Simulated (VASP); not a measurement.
Wanted: the native input for a VASP 6.6.1 run.

* Task: single point
* Functional: PBE
* Potentials or basis: VASP PAW PBE potentials, release 64 (Sn_d, Te)
* Cutoff: 500 eV
* k mesh: 6 × 6 × 6
* Occupations: gaussian, width 0.01 eV
* Spin: no spin polarisation
* Dipole correction: no
* Further INCAR settings: ALGO = Normal; EDIFF = 1e-06; NBANDS = 17

The structure of SnTe lies in POSCAR:

```
SnTe
1.0
    0.0000000000      3.1508500000      3.1508500000
    3.1508500000      0.0000000000      3.1508500000
    3.1508500000      3.1508500000      0.0000000000
Sn Te
1 1
Direct
    0.0000000000      0.0000000000      0.0000000000
    0.5000000000      0.5000000000      0.5000000000
```

These files were run (other wordings do the same):

INCAR

```
SYSTEM = SnTe
PREC = Accurate
ENCUT = 500
EDIFF = 1E-6
ISMEAR = 0
SIGMA = 0.01
LREAL = .False.
LASPH = .True.
NELM = 120
ALGO = Normal
ISIF = 2
LWAVE = .False.
LCHARG = .False.
GGA = PE
NBANDS = 17
GGA_COMPAT = .False.
```

KPOINTS

```
Automatic mesh
0
Gamma
  6 6 6
  0 0 0
```

Potentials or basis: VASP PAW PBE potentials, release 64 (Sn_d, Te).

The run is started by

```sh
$ cat potpaw_PBE.64/Sn_d/POTCAR potpaw_PBE.64/Te/POTCAR > POTCAR
$ mpirun -np 1 vasp_std > vasp.out
```

It gave:

| Item | Value |
| --- | --- |
| Pressure | 2.2 GPa |
| Band gap on the k mesh | 0.10 eV, direct |

Caveat: spin-orbit coupling is left out, which moves the levels of the heavy elements.

It took 6.2 s on 1 thread of Intel(R) Xeon(R) 6975P-C (Granite Rapids), on a shared host, peak memory 0.17 GiB.
